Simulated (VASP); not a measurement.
Wanted: the native input for a VASP 6.6.1 run.

| Item | Value |
| --- | --- |
| Task | single point |
| Functional | PBEsol |
| Potentials or basis | VASP PAW PBE potentials, release 64 (Sr_sv) |
| Cutoff | 520 eV |
| k mesh | 10 × 10 × 10 |
| Occupations | gaussian, width 0.03 eV |
| Spin | no spin polarisation |
| Dipole correction | no |
| Further INCAR settings | ALGO = Normal; EDIFF = 1e-06; NBANDS = 11 |

The structure of Sr lies in POSCAR:

```
Sr
1.0
    0.0000000000      3.0840312069      2.9606699586
    3.0840312069      0.0000000000      2.9606699586
    3.0840312069      3.0840312069      0.0000000000
Sr
1
Direct
    0.0000000000      0.0000000000      0.0000000000
```

This cell differs from its parent crystal: ratio of the length along z to the lengths across it x 0.96, volume and fractional coordinates fixed.

These files were run (other wordings do the same):

INCAR

```
SYSTEM = Sr
PREC = Accurate
ENCUT = 520
EDIFF = 1E-6
ISMEAR = 0
SIGMA = 0.03
LREAL = .False.
LASPH = .True.
NELM = 80
ALGO = Normal
ISIF = 2
LWAVE = .False.
LCHARG = .False.
GGA = PS
NBANDS = 11
```

KPOINTS

```
Automatic mesh
0
Gamma
  10 10 10
  0 0 0
```

Potentials or basis: VASP PAW PBE potentials, release 64 (Sr_sv).

Run with:

```sh
$ cat potpaw_PBE.64/Sr_sv/POTCAR > POTCAR
$ mpirun -np 1 vasp_std > vasp.out
```

Results of the run:

```json
{
 "Pressure": "-0.9 GPa",
 "Band gap on the k mesh": "zero (bands 5 and 6 overlap by 0.05 eV)"
}
```

Caveat: the PAW data sets were made with another functional, which shifts forces and pressure a little.

Run time: 50 s on 1 thread of Intel Xeon 8259CL, on a shared host, peak memory 0.21 GiB.
